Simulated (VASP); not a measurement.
Crystal: Co.

```
Co
1.0
     0.00000    1.80115    1.80115
     1.80115    0.00000    1.80115
     1.80115    1.80115    0.00000
Co
1
Cartesian
  0.0000 0.0000 0.0000
```

Base run:

* Program: VASP 6.6.1
* Functional: PBE
* Potentials or basis: VASP PAW PBE potentials, release 64 (Co)
* Cutoff: 520 eV
* k mesh: 11 × 11 × 11
* Occupations: gaussian, width 0.1 eV
* Spin: collinear spin, ferromagnetic start
* Starting moments: [2.91] μB
* Fixed moment: 2.91 μB

Its results: pressure 17.6 GPa; site moments Co +2.77 μB.

Question: After a change of settings the same cell gave: pressure -17.5 GPa; site moments Co +1.28 μB. Which change was it?
A. fixed moment from 2.91 μB to 1.66 μB; moments at the start from [2.91] to [1.66]
B. fixed moment from 2.91 μB to 2.08 μB; moments at the start from [2.91] to [2.08]
C. fixed moment from 2.91 μB to 0.42 μB; moments at the start from [2.91] to [0.42]
D. fixed moment from 2.91 μB to 1.25 μB; moments at the start from [2.91] to [1.25]

Answer: D.

Caveats: the total moment is fixed, so each spin has its own Fermi level.
